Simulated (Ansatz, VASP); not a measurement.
**One calculation of Ir, two programs**

File POSCAR:

```
Ir
1.0
    2.4815209647      0.0000000000      0.0000000000
    0.0000000000      2.4815209647      0.0000000000
    0.0000000000      0.0000000000      2.4815209647
Ir
1
Direct
    0.0000000000      0.0000000000      0.0000000000
```

The input INCAR.step1:

```
PREC = Accurate ; ENCUT = 600
ISMEAR = -1 ; SIGMA = 0.1
LREAL = False ; LASPH = True
NELM = 100 ; GGA = PE
ALGO = Normal ; EDIFF = 1E-4
LWAVE = True ; LCHARG = False
```

The input INCAR.step2:

```
PREC = Accurate ; ENCUT = 600
EDIFF = 1E-7 ; ISMEAR = -1
SIGMA = 0.1 ; LREAL = False
LASPH = True ; NELM = 100
ALGO = Normal ; ISIF = 3
LWAVE = False ; LCHARG = False
METAGGA = R2SCAN ; LMIXTAU = True
IBRION = 2 ; NSW = 80
EDIFFG = -0.01 ; ISTART = 1
```

KPOINTS

```
regular mesh
0
Gamma
  13 13 13
```

Input for Ansatz:

```yaml
crystal:
  lattice:
    - [2.4815209647, 0.0, 0.0]
    - [0.0, 2.4815209647, 0.0]
    - [0.0, 0.0, 2.4815209647]
  atoms:
    - { symbol: Ir, position: [0.0, 0.0, 0.0] }
hamiltonian:
  xc: r2scan
  pseudopotentials:
    kind: paw
    azcp:
      Ir: "pseudopotentials/Ir.paw.azcp"
basis:
  ecutwfc: 500
  fft_grid_basis: typed
kpoints:
  mp_grid: { grid: [13, 13, 13], shift: [0, 0, 0] }
magnetization:
  spin_polarized: false
scf:
  occupations: { method: fermi_dirac, width: 0.1 }
relax:
  max_steps: 60
  f_tol: 0.01
  cell: {}
```

Alike in both runs: task relaxation of cell and atoms; functional r2SCAN; k mesh 13 × 13 × 13; occupations fermi-dirac, width 0.1 eV; no spin polarisation.

|  | VASP | Ansatz |
| --- | --- | --- |
| version | VASP 6.6.1 | Ansatz 0.2.0 |
| potentials or method | VASP PAW PBE potentials, release 64 (Ir), cutoff 600 eV | plane waves (500 eV) with PAW, scalar-relativistic |
| valence electrons in the cell | 9 | 17 |

VASP gave:

- relaxed volume (Å³/atom): 16.75
- relaxed length of the cell vector where the two differ most in proportion (Å): 2.558

What did Ansatz give for the same quantities?

Relaxed volume (Å³/atom): 16.65; relaxed length of the cell vector where the two differ most in proportion (Å): 2.553.

VASP's potentials were made for PBE, not for r2SCAN. VASP's potentials hold 9 valence electrons a cell and Ansatz's 17, so a difference there can come from the potentials and not from the codes.

Neither program's run includes spin-orbit coupling.
